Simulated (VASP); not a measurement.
Input of a VASP 6.6.1 run:

INCAR

```
ALGO = Normal
EDIFF = 1E-7
ENCUT = 520
GGA = PE
ISIF = 2
ISMEAR = 0
LASPH = True
LCHARG = True
LELF = True
LREAL = False
LVHAR = True
LWAVE = False
NBANDS = 16
NELM = 100
PREC = Accurate
SIGMA = 0.01
```

File KPOINTS:

```
k-points
0
Gamma
  9 9 4
```

Contents of POSCAR:

```
AlN
1.0
    3.1916399068      0.0000000000      0.0000000000
   -1.5958199534      2.7640412390      0.0000000000
    0.0000000000      0.0000000000      5.1164096437
Al N
2 2
Direct
    0.3333333333      0.6666666667     -0.0007707944
    0.6666666667      0.3333333333      0.4992292056
    0.3333333333      0.6666666667      0.3807707944
    0.6666666667      0.3333333333      0.8807707944
```

Potentials or basis: VASP PAW PBE potentials, release 64 (Al, N).

Run with:

```bash
$ cat potpaw_PBE.64/Al/POTCAR potpaw_PBE.64/N/POTCAR > POTCAR
$ mpirun -np 1 vasp_std > vasp.out
```

**Question.** What does it give for the largest force?

**Answer.** 0.020 eV/Å.

**Question.** Estimate the pressure.

**Answer.** -10.3 GPa.

**Question.** Estimate the band gap on the k mesh.

**Answer.** 3.54 eV, direct.

Stress tensor (GPa, compression positive):
```
-10.56   0.00   0.00
  0.00 -10.56   0.00
  0.00   0.00  -9.84
```
